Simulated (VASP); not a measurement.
# LiCl (I4/mmm) in VASP: single point with HSE06

Aim: the single point of LiCl with HSE06.

Everything below comes from runs of VASP 6.6.1. Logs are shortened: lines on timing, memory, paths and dates and some standing lists are left out, and cuts for length are marked.

### 1 The cell of the first run

It takes space group I4/mmm (No. 139, tetragonal). Conventional cell: a = 3.615 Å, b = 3.615 Å, c = 4.908 Å, α = 90.00°, β = 90.00°, γ = 90.00°. Within 3.2 Å of Li (site symmetry 4/mmm) lie 6 Cl at 2.45 to 2.56 Å. Cl (site symmetry 4/mmm) has 6 Li at 2.45 to 2.56 Å within 3.2 Å.

### 2 Single point, HSE06 (uniaxial z strain -4.0%)

POSCAR

```
LiCl
1.0
    0.0000000000      2.5560369889      2.4537955093
    2.5560369889      0.0000000000      2.4537955093
    2.5560369889      2.5560369889      0.0000000000
Li Cl
1 1
Direct
    0.0000000000      0.0000000000      0.0000000000
    0.5000000000      0.5000000000      0.5000000000
```

INCAR.step1

```
SYSTEM = LiCl
PREC = Accurate ; ENCUT = 520
EDIFF = 1E-5 ; ISMEAR = 0
SIGMA = 0.01 ; LREAL = .FALSE.
LASPH = .TRUE. ; NELM = 80
ALGO = Normal ; ISIF = 2
LWAVE = .TRUE. ; LCHARG = .FALSE.
GGA = PE ; NBANDS = 12
```

INCAR.step2

```
SYSTEM = LiCl
PREC = Accurate ; ENCUT = 520
EDIFF = 1E-7 ; ISMEAR = 0
SIGMA = 0.01 ; LREAL = .FALSE.
LASPH = .TRUE. ; NELM = 80
ALGO = Normal ; ISIF = 2
LWAVE = .FALSE. ; LCHARG = .FALSE.
GGA = PE ; LHFCALC = .TRUE.
HFSCREEN = 0.2079 ; PRECFOCK = Normal
ISTART = 1 ; NBANDS = 12
```

KPOINTS

```
Automatic mesh
0
G
  6 6 6
  0 0 0
```

Potentials or basis: VASP PAW PBE potentials, release 64 (Li_sv, Cl).

On the command line:

```bash
$ cat potpaw_PBE.64/Li_sv/POTCAR potpaw_PBE.64/Cl/POTCAR > POTCAR
$ cp INCAR.step1 INCAR
$ mpirun -np 1 vasp_std > vasp.out
$ cp INCAR.step2 INCAR
$ mpirun -np 1 vasp_std > vasp.out
```

OUTCAR:

```text
SYSTEM = LiCl
   PREC = Accurate
   ENCUT = 520
   EDIFF = 1E-7
   ISMEAR = 0
   LREAL = .FALSE.
   LASPH = .TRUE.
   NELM = 80
   ISIF = 2
   GGA = PE
   LHFCALC = .TRUE.
   HFSCREEN = 0.2079
   PRECFOCK = Normal
   ISTART = 1

 ion  position               nearest neighbor table
   1  0.000  0.000  0.000-   2 2.45   2 2.45   2 2.56   2 2.56   2 2.56   2 2.56
   2  0.500  0.500  0.500-   1 2.45   1 2.45   1 2.56   1 2.56   1 2.56   1 2.56

  LATTYP: Found a body centered tetragonal cell.
 ALAT       =     3.6147821756
 C/A-ratio  =     1.3576450199

  Lattice vectors:

 A1 = (   0.0000000000,  -2.5560369889,  -2.4537955093)
 A2 = (   0.0000000000,   2.5560369889,  -2.4537955093)
 A3 = (   2.5560369889,   0.0000000000,   2.4537955093)

Analysis of symmetry for initial positions (statically):
=====================================================================
 Subroutine PRICEL returns:
 Original cell was already a primitive cell.

 Routine SETGRP: Setting up the symmetry group for a
 body centered tetragonal supercell.

 Subroutine GETGRP returns: Found 16 space group operations
 (whereof 16 operations were pure point group operations)
 out of a pool of 16 trial point group operations.

The static configuration has the point symmetry D_4h.

Analysis of symmetry for dynamics (positions and initial velocities):
=====================================================================
 Subroutine PRICEL returns:
 Original cell was already a primitive cell.

 Routine SETGRP: Setting up the symmetry group for a
 body centered tetragonal supercell.

 Subroutine GETGRP returns: Found 16 space group operations
 (whereof 16 operations were pure point group operations)
 out of a pool of 16 trial point group operations.

The dynamic configuration has the point symmetry D_4h.

 Subroutine INISYM returns: Found 16 space group operations
 (whereof 16 operations are pure point group operations),
 and found     1 'primitive' translations

----------------------------------------------------------------------------------------

                                     Primitive cell

  volume of cell :      32.0629

  direct lattice vectors                    reciprocal lattice vectors
     0.000000000  2.556036989  2.453795509    -0.195615323  0.195615323  0.203765961
     2.556036989  0.000000000  2.453795509     0.195615323 -0.195615323  0.203765961
     2.556036989  2.556036989  0.000000000     0.195615323  0.195615323 -0.203765961

  length of vectors
     3.543224166  3.543224166  3.614782176     0.343585907  0.343585907  0.343585907

  position of ions in fractional coordinates (direct lattice)
     0.000000000  0.000000000  0.000000000
     0.500000000  0.500000000  0.500000000

  ion indices of the primitive-cell ions
   primitive index   ion index
                 1           1
                 2           2

----------------------------------------------------------------------------------------

 KPOINTS: Automatic mesh

Automatic generation of k-mesh.
 Grid dimensions read from file:
 generate k-points for:    6    6    6

 Generating k-lattice:

  Cartesian coordinates                     Fractional coordinates (reciprocal lattice)
    -0.032602554  0.032602554  0.033960993     0.166666667  0.000000000  0.000000000
     0.032602554 -0.032602554  0.033960993     0.000000000  0.166666667  0.000000000
     0.032602554  0.032602554 -0.033960993     0.000000000  0.000000000  0.166666667

  Length of vectors
     0.057264318  0.057264318  0.057264318

  Shift w.r.t. Gamma in fractional coordinates (k-lattice)
     0.000000000  0.000000000  0.000000000

 Subroutine IBZKPT returns following result:
 ===========================================

 Found     30 irreducible k-points:

 Following reciprocal coordinates:
            Coordinates               Weight
  0.000000  0.000000  0.000000      1.000000
  0.166667  0.000000  0.000000      8.000000
  0.333333  0.000000  0.000000      8.000000
  0.500000  0.000000  0.000000      4.000000
  0.166667  0.166667  0.000000      2.000000
  0.333333  0.166667  0.000000      8.000000
[... 16 lines left out ...]
  0.333333  0.000000  0.333333      4.000000
  0.500000  0.000000  0.333333     16.000000
 [... further k-points ...]
   k-points           NKPTS =     30   k-points in BZ     NKDIM =    216   number of bands    NBANDS=     12
   number of dos      NEDOS =    301   number of ions     NIONS =      2
   total plane-waves  NPLWV =  21952
   dimension x,y,z NGX =    28 NGY =   28 NGZ =   28
   dimension x,y,z NGXF=    56 NGYF=   56 NGZF=   56
   ions per type =               1   1
   NGX,Y,Z   is equivalent  to a cutoff of  13.14, 13.14, 12.88 a.u.
   NGXF,Y,Z  is equivalent  to a cutoff of  26.27, 26.27, 25.75 a.u.
 SYSTEM =  LiCl
   PREC   = accura    normal or accurate (medium, high low for compatibility)
   ISTART =      1    job   : 0-new  1-cont  2-samecut
   ICHARG =      0    charge: 1-file 2-atom 10-const
   ISPIN  =      1    spin polarized calculation?
   LNONCOLLINEAR =      F non collinear calculations
   LSORBIT =      F    spin-orbit coupling
   LASPH  =      T    aspherical Exc in radial PAW
   ENCUT  =  520.0 eV  38.22 Ry    6.18 a.u.   6.59  6.59  6.72*2*pi/ulx,y,z
   NELM   =     80;   NELMIN=  2; NELMDL=  0     # of ELM steps
   EDIFF  = 0.1E-06   stopping-criterion for ELM
   LREAL  =      F    real-space projection
   EDIFFG = 0.1E-05   stopping-criterion for IOM
   NSW    =      0    number of steps for IOM
   IBRION =     -1    ionic relax: 0-MD 1-quasi-New 2-CG
   NFREE  =      0    steps in history (QN), initial steepest desc. (CG)
   ISIF   =      2    stress and relaxation
   ISYM   =      3    0-nonsym 1-usesym 2-fastsym
   POTIM  = 0.5000    time-step for ionic-motion
   TEBEG  =    0.0;   TEEND  =   0.0 temperature during run
   PSTRESS=    0.0 pullay stress
   NELECT =      10.0000    total number of electrons
   NUPDOWN=      -1.0000    fix difference up-down
   EMIN   =  10.00;   EMAX   =-10.00  energy-range for DOS
   EFERMI =   0.00;   METHOD = LEGACY
   ISMEAR =     0;   SIGMA  =   0.01  broadening in eV -4-tet -1-fermi 0-gaus
   EFERMI_NEDOS =   21; number of points for ismear=-14 and -15
   IALGO  =     38    algorithm
   IMIX   =      1    mixing-type and parameters
     AMIX     =   0.40;   BMIX     =  1.00
     AMIX_MAG =   1.60;   BMIX_MAG =  1.00
  volume/ion in A,a.u.               =      16.03       108.19
  Fermi-wavevector in a.u.,A,eV,Ry     =   1.110216  2.098003 16.770248  1.232578
  Thomas-Fermi vector in A             =   2.246764
   LORBIT       =      0    0 simple, 1 ext, 2 COOP (PROOUT), +10 PAW based schemes
   GGA     = PE    functional components
   LHFCALC =     T    Hartree Fock is set to
   PRECFOCK=normal    Normal, Fast or Accurate (Low or Medium for compatibility)
   ENCUT4O =  -1.0   cutoff for four orbital integrals eV
   NKREDX  =     1    reduce k-point grid by
   NKREDY  =     1    reduce k-point grid by
   NKREDZ  =     1    reduce k-point grid by
   AEXX    =    0.2500 exact exchange contribution
   HFSCREEN=    0.2079 screening length (either q_TF or 0.3 A-1)
   HFSCREENC=   0.2079 screening length for correlation (either q_TF or 0.3 A-1)
   ENCUTFOCK=  -1.0 apply spherical cutoff to Coloumb kernel
   IVDW    =     0    specifies the selected vdW correction
   LEPSILON=     F    determine dielectric tensor
   LRPA    =     F    only Hartree local field effects (RPA)
 non-spin polarized calculation
 Gauss-broadening in eV      SIGMA  =   0.01
  energy-cutoff  :      520.00
  volume of cell :       32.06
 maximum number of plane-waves:       879
 NGX is ok and might be reduce to    28
  NGX = 20; NGY = 20; NGZ = 24

 number of electron       9.9999995 magnetization

 Free energy of the ion-electron system (eV)
  ---------------------------------------------------
  ext. energy  EPLUGINS =         0.00000000
  ---------------------------------------------------
  free energy    TOTEN  =        -8.44771702 eV

  energy without entropy =       -8.44771702  energy(sigma->0) =       -8.44771702

 E-fermi :   0.1463     XC(G=0):  -7.4355

 val. band max:        0.0555138974   @ k =   0.0000   0.0000   0.0000
 cond. band min:       8.0632112186   @ k =   0.0000   0.0000   0.0000
 fundamental gap:      8.0076973211
 Fermi energy:         0.1462900154

 k-point     1 :       0.0000    0.0000    0.0000
  band No.  band energies     occupation
      1     -46.1740      2.00000
      2     -14.8536      2.00000
      3      -0.0847      2.00000
      4       0.0555      2.00000
      5       0.0555      2.00000
      6       8.0632      0.00000
      7      13.4131      0.00000
      8      13.4131      0.00000
      9      13.7851      0.00000
     10      16.1581      0.00000
     11      16.2626      0.00000
     12      16.2626      0.00000

 k-point     2 :       0.1667    0.0000    0.0000
  band No.  band energies     occupation
      1     -46.1730      2.00000
      2     -14.6948      2.00000
      3      -0.9762      2.00000
      4      -0.0874      2.00000
      5      -0.0555      2.00000
      6       8.7537      0.00000
      7      12.5277      0.00000
      8      12.9301      0.00000
      9      13.4228      0.00000
     10      14.8818      0.00000
     11      15.0226      0.00000
     12      17.2027      0.00000

 k-point     3 :       0.3333    0.0000    0.0000
  band No.  band energies     occupation
      1     -46.1710      2.00000
      2     -14.3464      2.00000
      3      -2.5644      2.00000
      4      -0.2608      2.00000
      5      -0.1913      2.00000
      6       8.5684      0.00000
      7      11.4151      0.00000
      8      11.8454      0.00000
      9      13.7519      0.00000
     10      16.9143      0.00000
     11      17.0607      0.00000
     12      18.0647      0.00000
[... 286 lines left out ...]
 k-point    23 :       0.3333    0.0000    0.3333
  band No.  band energies     occupation
      1     -46.1700      2.00000
      2     -14.1593      2.00000
      3      -2.5385      2.00000
      4      -1.0979      2.00000
      5      -0.8181      2.00000
      6      10.0214      0.00000
      7      10.2314      0.00000
      8      12.4295      0.00000
      9      14.9089      0.00000
     10      15.6499      0.00000
     11      18.3152      0.00000
     12      20.8856      0.00000

 k-point    24 :       0.5000    0.0000    0.3333
  band No.  band energies     occupation
      1     -46.1689      2.00000
      2     -13.9498      2.00000
      3      -2.9984      2.00000
      4      -1.5702      2.00000
      5      -0.9920      2.00000
      6       9.6714      0.00000
      7      10.7664      0.00000
      8      13.0977      0.00000
      9      14.3629      0.00000
     10      16.3919      0.00000
     11      20.0003      0.00000
     12      21.0599      0.00000

 [... further k-points ...]

------------------------ aborting loop because EDIFF is reached ----------------------------------------

  FORCE on cell =-STRESS in cart. coord.  units (eV):
  Direction    XX          YY          ZZ          XY          YZ          ZX
  --------------------------------------------------------------------------------------
  -------------------------------------------------------------------------------------
  Total        0.1936907      0.1936907      0.5786346      0.0000000     -0.0000000      0.0000000
  in kB        9.6786920      9.6786920     28.9142793      0.0000000     -0.0000000      0.0000000
  external PRESSURE =      16.0905544 kB  Pullay stress =       0.0000000 kB

 VOLUME and BASIS-vectors are now :
 -----------------------------------------------------------------------------
  energy-cutoff  :      520.00
  volume of cell :       32.06
      direct lattice vectors                 reciprocal lattice vectors
     0.000000000  2.556036989  2.453795509    -0.195615323  0.195615323  0.203765961
     2.556036989  0.000000000  2.453795509     0.195615323 -0.195615323  0.203765961
     2.556036989  2.556036989  0.000000000     0.195615323  0.195615323 -0.203765961

 POSITION                                       TOTAL-FORCE (eV/Angst)
 -----------------------------------------------------------------------------------
      0.00000      0.00000      0.00000        -0.000000      0.000000     -0.000000
      2.55604      2.55604      2.45380         0.000000     -0.000000      0.000000
 -----------------------------------------------------------------------------------
    total drift:                               -0.000000      0.000000      0.000000

  FREE ENERGIE OF THE ION-ELECTRON SYSTEM (eV)
  ---------------------------------------------------
  free  energy   TOTEN  =        -8.4477170197 eV

  energy  without entropy=       -8.4477170197  energy(sigma->0) =       -8.44771702
```

It took 7.8 min on 1 thread of Intel Xeon 6975P-C (Granite Rapids), shared host; peak memory 0.27 GiB.

What came out:

```
Free energy            : -8.4477 eV
Band gap on the k mesh : 8.01 eV
```

Caveat: the cell differs from its parent crystal (uniaxial z strain -4.0%); the cutoff is under 1.25 times the usual one of these potentials, so pressure, stress and relaxed cells hold a basis-set (Pulay) error; the PAW data sets were made with another functional, which shifts forces and pressure a little. A k mesh can miss the band edges.
